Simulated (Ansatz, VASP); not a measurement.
Given: the input of a run of Ansatz 0.2.0 on TiTe2.

The input input.yaml:

```yaml
crystal:
  lattice:
    - [3.777, 0.0, 0.0]
    - [-1.8885, 3.2709779501, 0.0]
    - [0.0, 0.0, 6.498]
  atoms:
    - { symbol: Te, position: [0.3333333333, 0.6666666667, 0.7372] }
    - { symbol: Te, position: [0.6666666667, 0.3333333333, 0.2628] }
    - { symbol: Ti, position: [0.0, 0.0, 0.0] }
hamiltonian:
  xc: pbe
  pseudopotentials: { kind: paw }
kpoints:
  mp_grid: { grid: [8, 8, 4] }
scf:
  occupations: { method: gaussian, width: 0.024 }
output:
  forces: true
  stress: true
  eigenvalues: true
```

Potentials or basis: Ansatz PAW.

The run is started by

```sh
$ ansatz run input.yaml --threads 2 --pin off --max-ram 5632MiB --backend cpu --events-out ev --progress --plain --runs-dir out
```

Question: Set up the same calculation for VASP 6.6.1. Potentials there: VASP PAW PBE potentials, release 64 (Te, Ti_sv).

Answer: As run (the cutoff follows the program's own potentials):

INCAR

```
SYSTEM = TiTe2
ALGO     = Normal         ! electronic algorithm
EDIFF    = 1E-7           ! SCF threshold, eV
ENCUT    = 520            ! plane-wave cutoff, eV
GGA      = PE             ! functional
ISIF     = 2              ! what is computed and relaxed
ISMEAR   = 0              ! smearing method
LASPH    = .TRUE.         ! aspherical terms in the spheres
LCHARG   = .FALSE.        ! write CHGCAR
LREAL    = .FALSE.        ! projectors in reciprocal space
LWAVE    = .FALSE.        ! write WAVECAR
NBANDS   = 19             ! bands
NELM     = 100            ! most SCF steps
PREC     = Accurate       ! precision mode
SIGMA    = 0.024          ! smearing width, eV
```

KPOINTS

```
k-points
0
G
  8 8 4
  0 0 0
```

POSCAR

```
TiTe2
1.0
    3.7770000000      0.0000000000      0.0000000000
   -1.8885000000      3.2709779501      0.0000000000
    0.0000000000      0.0000000000      6.4980000000
Te Ti
2 1
Direct
    0.3333333333      0.6666666667      0.7372000000
    0.6666666667      0.3333333333      0.2628000000
    0.0000000000      0.0000000000      0.0000000000
```

Potentials or basis: VASP PAW PBE potentials, release 64 (Te, Ti_sv).

Command:

```console
$ cat potpaw_PBE.64/Te/POTCAR potpaw_PBE.64/Ti_sv/POTCAR > POTCAR
$ mpirun -np 1 vasp_std > vasp.out
```

Both were run:

|  | VASP | Ansatz | Ansatz less VASP |
| --- | --- | --- | --- |
| gap on the k mesh at the Fermi level (eV) | none | none | - |
| pressure (GPa) | 0.9 | 0.9 | +0.01 |
| traceless stress, the component that is largest in VASP (GPa) | 0.36 | 0.36 | -0.003 |
| rms of the force components (eV/Å) | 0.009 | 0.004 | -0.0043 |

Atom by atom the forces differ by 0.004 eV/Å (rms over components). A gap of «none» marks a metal or a gap that the smearing closes. VASP's potentials hold 24 valence electrons a cell and Ansatz's 44, so a difference there can come from the potentials and not from the codes.

Neither program's run includes spin-orbit coupling.
